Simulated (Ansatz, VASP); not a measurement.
**Se in VASP and in Ansatz**

File INCAR:

```
SYSTEM = Se
PREC = Accurate
ENCUT = 520
EDIFF = 1E-6
ISMEAR = 0
SIGMA = 0.1
LREAL = .False.
LASPH = .True.
NELM = 80
ALGO = Normal
ISIF = 2
LWAVE = .False.
LCHARG = .False.
GGA = PS
NBANDS = 9
```

File KPOINTS:

```
regular mesh
0
Gamma
  14 14 14
  0 0 0
```

Contents of POSCAR:

```
Se
1.0
    2.8216366383      0.0000000000      0.0000000000
    0.0000000000      2.8216366383      0.0000000000
    0.0000000000      0.0000000000      2.8216366383
Se
1
Direct
    0.0000000000      0.0000000000      0.0000000000
```

Input for Ansatz:

```yaml
crystal:
  lattice:
    - [2.8216366383, 0.0, 0.0]
    - [0.0, 2.8216366383, 0.0]
    - [0.0, 0.0, 2.8216366383]
  atoms:
    - { symbol: Se, position: [0.0, 0.0, 0.0] }
basis:
  ecutwfc: 420
kpoints:
  mp_grid: { grid: [14, 14, 14] }
hamiltonian:
  xc: pbesol
scf:
  occupations: { method: gaussian, width: 0.1 }
output:
  forces: true
  stress: true
  eigenvalues: true
```

Alike in both runs: task single point; functional PBEsol; k mesh 14 × 14 × 14; occupations gaussian, width 0.1 eV; no spin polarisation.

```csv
,VASP,Ansatz
version,VASP 6.6.1,Ansatz 0.2.0
potentials or method,"VASP PAW PBE potentials, release 64 (Se), cutoff 520 eV","scalar-relativistic, plane waves, PAW"
valence electrons in the cell,6,16
```

|  | VASP | Ansatz | Ansatz less VASP |
| --- | --- | --- | --- |
| gap on the k mesh at the Fermi level (eV) | none | none | - |
| pressure (GPa) | -2.8 | -2.9 | -0.09 |

VASP's potentials were made for PBE, not for PBEsol. A gap of «none» marks a metal or a gap that the smearing closes. The functional is the same, so the differences come from potentials, cutoffs and numerics. VASP's potentials hold 6 valence electrons a cell and Ansatz's 16, so a difference there can come from the potentials and not from the codes.
